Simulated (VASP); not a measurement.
A run of VASP 6.6.1 is set up as follows.

Contents of INCAR:

```
SYSTEM = Co
ALGO = Normal ; EDIFF = 1E-6
ENCUT = 520 ; GGA = RP
ISIF = 2 ; ISMEAR = -1
ISPIN = 2 ; LASPH = .TRUE.
LCHARG = .FALSE. ; LMAXMIX = 4
LORBIT = 11 ; LREAL = .FALSE.
LWAVE = .FALSE. ; MAGMOM = 1.748 1.748 1.764 1.764
NBANDS = 30 ; NELM = 150
PREC = Accurate ; SIGMA = 0.05
```

File KPOINTS:

```
k-points
0
G
  16 16 5
  0 0 0
```

Contents of POSCAR:

```
Co
1.0
    2.4494937068      0.0000000000      0.0000000000
   -1.2247468534      2.1213237764      0.0000000000
    0.0000000000      0.0000000000      7.9476830676
Co
4
Direct
    1.0000000000      1.0000000000      0.0000000000
    1.0000000000      1.0000000000      0.5000000000
    0.3333333333      0.6666666667      0.2500000000
    0.6666666667      0.3333333333      0.7500000000
```

Potentials or basis: VASP PAW PBE potentials, release 64 (Co).

Run with:

```bash
$ cat potpaw_PBE.64/Co/POTCAR > POTCAR
$ mpirun -np 1 vasp_std > vasp.out
```

Predict the pressure.

17.9 GPa.

Predict the net moment.

6.35 μB per cell.

What does it give for the site moments?

Co +1.59, +1.61 (each value once) μB.

Stress tensor (GPa, compression positive):
```
17.86  0.00  0.00
 0.00 17.86  0.00
 0.00  0.00 18.13
```

Caveat: the cell stands under pressure; the PAW data sets were made with another functional, which shifts forces and pressure a little.
